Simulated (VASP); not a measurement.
# SiC (P6_3mc) in VASP: a series of runs, part 2 of 2

VASP 6.6.1. The steps go on from the part before.

**3. Single point, PBE**

This run uses another cell than the first one, of 11.58 Å³/atom, 1.007 times its volume.

INCAR reads:

```
PREC     = Accurate       # precision mode
ENCUT    = 520            # plane-wave cutoff, eV
EDIFF    = 1E-6           # SCF threshold, eV
ISMEAR   = 0              # smearing method
SIGMA    = 0.05           # smearing width, eV
LREAL    = F              # projectors in reciprocal space
LASPH    = T              # aspherical terms in the spheres
NELM     = 60             # most SCF steps
ALGO     = Normal         # electronic algorithm
ISIF     = 2              # what is computed and relaxed
LWAVE    = F              # write WAVECAR
LCHARG   = F              # write CHGCAR
GGA      = PE             # functional
NBANDS   = 26             # bands
```

KPOINTS reads:

```
Automatic mesh
0
Gamma
  12 12 4
```

POSCAR reads:

```
SiC
1.0
    3.1663000000      0.0000000000      0.0000000000
   -1.5831500000      2.7420962360      0.0000000000
    0.0000000000      0.0000000000     10.6694000000
Si C
4 4
Direct
    0.6666666667      0.3333333333      0.9378436843
    0.3333333333      0.6666666667      0.4378436843
    0.0000000000      0.0000000000      0.6878989045
    0.0000000000      0.0000000000      0.1878989045
    0.6666666667      0.3333333333      0.7498087506
    0.3333333333      0.6666666667      0.2498087506
    0.0000000000      0.0000000000      0.5004476606
    0.0000000000      0.0000000000      0.0004476606
```

Potentials or basis: VASP PAW PBE potentials, release 64 (Si, C).

Command:

```
> cat potpaw_PBE.64/Si/POTCAR potpaw_PBE.64/C/POTCAR > POTCAR
> mpirun -np 1 vasp_std > vasp.out
```

Run time: 55 s. Hardware: 1 thread of Intel Xeon 6975P-C (Granite Rapids), shared host; peak memory 0.25 GiB.

Results (log left out):

| Item | Value |
| --- | --- |
| Free energy | -59.6834 eV |
| Pressure | -17.0 GPa |
| Largest force | 0.092 eV/Å |
| Band gap on the k mesh | 2.07 eV, indirect (least direct gap 3.23 eV) |

Forces on the atoms (eV/Å):
```
Si   0.000  0.000 -0.031
Si   0.000  0.000 -0.031
Si   0.000  0.000 -0.092
Si   0.000  0.000 -0.092
C    0.000  0.000  0.066
C    0.000  0.000  0.066
C    0.000  0.000  0.057
C    0.000  0.000  0.057
```

Stress tensor (GPa, compression positive):
```
-13.18   0.00   0.00
  0.00 -13.18   0.00
  0.00   0.00 -24.55
```

Levels at points of the mesh, in eV from the valence-band top:
| k point | band 12 | band 13 | band 14 | band 15 | band 16 | band 17 | band 18 | band 19 | band 20 | band 21 |
| --- | --- | --- | --- | --- | --- | --- | --- | --- | --- | --- |
| (0.00, 0.00, 0.00) | -0.51 | -0.51 | -0.18 | 0.00 | 0.00 | 4.48 | 4.70 | 5.03 | 5.57 | 6.47 |
| (0.50, 0.00, 0.00) | -2.23 | -2.19 | -2.18 | -1.59 | -1.16 | 2.07 | 2.31 | 3.95 | 3.95 | 4.76 |
| (0.00, 0.00, 0.50) | -0.90 | -0.18 | -0.18 | -0.18 | -0.18 | 4.69 | 4.69 | 5.79 | 5.79 | 6.32 |
| (0.50, 0.00, 0.50) | -2.73 | -2.39 | -2.39 | -1.51 | -1.51 | 2.59 | 2.59 | 3.83 | 3.83 | 5.19 |

A k mesh can miss the band edges. As with any semilocal functional, this PBE gap is likely too small.

**4. Single point, PBE**

This run uses another cell than the first one, of 11.70 Å³/atom, 1.017 times its volume.

INCAR reads:

```
SYSTEM = SiC
  PREC = Accurate
  ENCUT = 520
  EDIFF = 1E-7
  ISMEAR = 0
  SIGMA = 0.05
  LREAL = .False.
  LASPH = .True.
  NELM = 60
  ALGO = Normal
  ISIF = 2
  LWAVE = .False.
  LCHARG = .True.
  GGA = PE
  LELF = .True.
  LVHAR = .True.
  NBANDS = 26
```

KPOINTS reads:

```
regular mesh
0
Gamma
  12 12 4
  0 0 0
```

POSCAR: that of step 3 with these lines changed.

```diff
@@ -2,5 +2,5 @@
 1.0
-    3.1663000000      0.0000000000      0.0000000000
-   -1.5831500000      2.7420962360      0.0000000000
-    0.0000000000      0.0000000000     10.6694000000
+    3.3106000000      0.0000000000      0.0000000000
+   -1.6553000000      2.8670637018      0.0000000000
+    0.0000000000      0.0000000000      9.8591000000
 Si C
```

Potentials or basis: VASP PAW PBE potentials, release 64 (Si, C).

Command:

```
> cat potpaw_PBE.64/Si/POTCAR potpaw_PBE.64/C/POTCAR > POTCAR
> mpirun -np 1 vasp_std > vasp.out
```

OUTCAR:

```text
SYSTEM = SiC
   PREC = Accurate
   ENCUT = 520
   EDIFF = 1E-7
   ISMEAR = 0
   LREAL = .False.
   LASPH = .True.
   NELM = 60
   ISIF = 2
   GGA = PE

 ion  position               nearest neighbor table
   1  0.667  0.333  0.938-   5 1.85   8 2.01   8 2.01   8 2.01   3 3.12   3 3.12   3 3.12   4 3.12
                             4 3.12   4 3.12
   2  0.333  0.667  0.438-   6 1.85   7 2.01   7 2.01   7 2.01   4 3.12   4 3.12   4 3.12   3 3.12
                             3 3.12   3 3.12
   3  0.000  0.000  0.688-   7 1.85   5 2.01   5 2.01   5 2.01   1 3.12   1 3.12   1 3.12   2 3.12
                             2 3.12   2 3.12
[... 917 lines left out ...]
  Total      -17.5405518    -17.5405518      6.2576444      0.0000000      0.0000000      0.0000000
  in kB     -300.3118773   -300.3118773    107.1371617      0.0000000      0.0000000      0.0000000
  external PRESSURE =    -164.4955310 kB  Pullay stress =       0.0000000 kB

 VOLUME and BASIS-vectors are now :
 -----------------------------------------------------------------------------
  energy-cutoff  :      520.00
  volume of cell :       93.58
      direct lattice vectors                 reciprocal lattice vectors
     3.310600000  0.000000000  0.000000000     0.302060050  0.174394451  0.000000000
    -1.655300000  2.867063702  0.000000000     0.000000000  0.348788902  0.000000000
     0.000000000  0.000000000  9.859100000     0.000000000  0.000000000  0.101429137

 POSITION                                       TOTAL-FORCE (eV/Angst)
 -----------------------------------------------------------------------------------
      1.65530      0.95569      9.24629        -0.000000      0.000000      0.686580
     -0.00000      1.91138      4.31674        -0.000000     -0.000000      0.686580
      0.00000      0.00000      6.78206        -0.000000      0.000000      0.752488
      0.00000      0.00000      1.85251        -0.000000     -0.000000      0.752488
      1.65530      0.95569      7.39244        -0.000000     -0.000000     -0.778812
     -0.00000      1.91138      2.46289         0.000000      0.000000     -0.778812
      0.00000      0.00000      4.93396         0.000000      0.000000     -0.660256
      0.00000      0.00000      0.00441         0.000000      0.000000     -0.660256
 -----------------------------------------------------------------------------------
    total drift:                                0.000000      0.000000      0.000288

  FREE ENERGIE OF THE ION-ELECTRON SYSTEM (eV)
  ---------------------------------------------------
  free  energy   TOTEN  =       -58.9023827472 eV

  energy  without entropy=      -58.9023827472  energy(sigma->0) =      -58.90238275
```

stdout:

```text
POSCAR found type information on POSCAR SiC
 POSCAR found :  2 types and       8 ions
 scaLAPACK will be used
 LDA part: xc-table for (Slater+PW92), standard interpolation
 POSCAR, INCAR and KPOINTS ok, starting setup
 FFT: planning ... GRIDC
 FFT: planning ... GRID_SOFT
 FFT: planning ... GRID
 WAVECAR not read
 entering main loop
```

Run time: 74 s. Hardware: 1 thread of Intel Xeon 6975P-C (Granite Rapids), shared host; peak memory 0.28 GiB.

What came out:

```
Free energy            : -58.9024 eV
Pressure               : -16.4 GPa
Largest force          : 0.779 eV/Å
Band gap on the k mesh : 1.69 eV, indirect (least direct gap 2.66 eV)
```

Forces in eV/Å, atoms in the order of the input:
```
Si   0.000  0.000  0.687
Si   0.000  0.000  0.687
Si   0.000  0.000  0.752
Si   0.000  0.000  0.752
C    0.000  0.000 -0.779
C    0.000  0.000 -0.779
C    0.000  0.000 -0.660
C    0.000  0.000 -0.660
```

Stress tensor (GPa, compression positive):
```
-30.03   0.00   0.00
  0.00 -30.03   0.00
  0.00   0.00  10.71
```

Levels at points of the mesh, in eV from the valence-band top:
| k point | band 13 | band 14 | band 15 | band 16 | band 17 | band 18 | band 19 | band 20 |
| --- | --- | --- | --- | --- | --- | --- | --- | --- |
| (0.00, 0.00, 0.00) | -0.96 | -0.16 | -0.16 | 0.00 | 2.71 | 3.47 | 4.27 | 4.41 |
| (0.50, 0.00, 0.00) | -2.48 | -1.78 | -1.35 | -0.97 | 1.69 | 2.22 | 3.47 | 4.28 |
| (0.00, 0.00, 0.50) | -0.46 | -0.46 | -0.46 | -0.46 | 2.98 | 2.98 | 4.60 | 4.60 |
| (0.50, 0.00, 0.50) | -2.32 | -2.32 | -1.52 | -1.52 | 2.08 | 2.08 | 4.01 | 4.01 |

**5. The runs side by side**

```csv
cell,gap on the mesh (eV),pressure (GPa),largest force (eV/Å)
"a = 3.239, b = 3.239, c = 10.129 Å, angles 90.0, 90.0, 120.0°, 8 atoms",2.00,-15.8,0.31
"a = 3.166, b = 3.166, c = 10.669 Å, angles 90.0, 90.0, 120.0°, 8 atoms",2.07,-17.0,0.09
"a = 3.311, b = 3.311, c = 9.859 Å, angles 90.0, 90.0, 120.0°, 8 atoms",1.69,-16.4,0.78
```

Alike in all rows: task single point; level PBE; potentials or basis VASP PAW PBE potentials, release 64 (Si, C); no spin polarisation; k mesh 12 × 12 × 4; cutoff (eV) 520; smearing gaussian 0.05 eV.

Total energies depend on the potentials used, so only differences within one code and one set of settings carry meaning.
